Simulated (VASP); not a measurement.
Here is a VASP 6.6.1 calculation.

INCAR

```
SYSTEM = Si2C
PREC = Accurate
ENCUT = 520
EDIFF = 1E-6
ISMEAR = -1
SIGMA = 0.02
LREAL = .False.
LASPH = .True.
NELM = 100
ALGO = Normal
ISIF = 2
LWAVE = .False.
LCHARG = .False.
GGA = PE
NBANDS = 21
```

The input KPOINTS:

```
Automatic mesh
0
Gamma
  12 12 4
  0 0 0
```

File POSCAR:

```
Si2C
1.0
    3.2121709737      0.0000000000      0.0000000000
   -1.6060854869      2.7818216645      0.0000000000
    0.0000000000      0.0000000000      8.6395862779
C Si
2 4
Direct
    0.0000000000      0.0000000000     -0.0205258072
    0.6666666667      0.3333333333      0.6901440498
    0.3333333333      0.6666666667      0.3481788535
    0.6666666667      0.3333333333      0.9114101823
    0.3333333333      0.6666666667      0.6218852937
    0.0000000000      0.0000000000      0.1989074280
```

Potentials or basis: VASP PAW PBE potentials, release 64 (C, Si).

The run is started by

```console
$ cat potpaw_PBE.64/C/POTCAR potpaw_PBE.64/Si/POTCAR > POTCAR
$ mpirun -np 1 vasp_std > vasp.out
```

Estimate the pressure.

-0.1 GPa.

Predict the band gap on the k mesh.

zero (bands 12 and 13 overlap by 2.71 eV).

What does it give for the largest force?

0.015 eV/Å.

Forces on the atoms (eV/Å):
```
C    0.000  0.000  0.004
C    0.000  0.000 -0.003
Si   0.000  0.000 -0.005
Si   0.000  0.000 -0.001
Si   0.000  0.000 -0.010
Si   0.000  0.000  0.015
```
